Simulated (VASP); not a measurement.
WC: single point with PBEsol

WC:

```
W C
1.0
     3.06196    0.00000    0.00000
    -1.53098    2.65174    0.00000
     0.00000    0.00000    2.53851
W C
1 1
Direct
  0.00000 0.00000 0.00000
  0.66667 0.33333 0.50000
```

This cell differs from its parent crystal: ratio of the length along z to the lengths across it x 0.85, volume and fractional coordinates fixed.

| Property | Result |
| --- | --- |
| Program | VASP 6.6.1 |
| Task | single point |
| Functional | PBEsol |
| Potentials or basis | VASP PAW PBE potentials, release 64 (W_sv, C_h) |
| Cutoff | 910 eV |
| k mesh | 21 × 21 × 18 |
| Occupations | gaussian, width 0.15 eV |
| Spin | no spin polarisation |
| Dipole correction | no |
| Further INCAR settings | ALGO = Normal; EDIFF = 1e-06; NBANDS = 16 |

```
Pressure               : 16.3 GPa
Band gap on the k mesh : zero (bands 9 and 10 overlap by 2.61 eV)
```

Stress tensor (GPa, compression positive):
```
-25.79   0.00   0.00
  0.00 -25.79   0.00
  0.00   0.00 100.60
```

Levels at points of the mesh, in eV from the Fermi level:
```tsv
k point	band 5	band 6	band 7	band 8	band 9	band 10	band 11	band 12	band 13	band 14
(0.00, 0.00, 0.00)	-14.79	-4.79	-4.72	-4.72	1.77	3.81	3.81	4.81	6.12	6.12
(0.00, 0.00, 0.50)	-9.71	-8.64	-3.71	-3.71	-0.59	-0.59	3.45	3.45	5.84	11.08
```

Run time: 2.4 min on 1 thread of AMD EPYC 9R45 (Zen 5), on a shared host, peak memory 0.43 GiB.

Caveat: the cutoff is under 1.25 times the usual one of these potentials, so pressure, stress and relaxed cells hold a basis-set (Pulay) error; the cell stands under pressure; the PAW data sets were made with another functional, which shifts forces and pressure a little; spin-orbit coupling is left out, which moves the levels of the heavy elements.
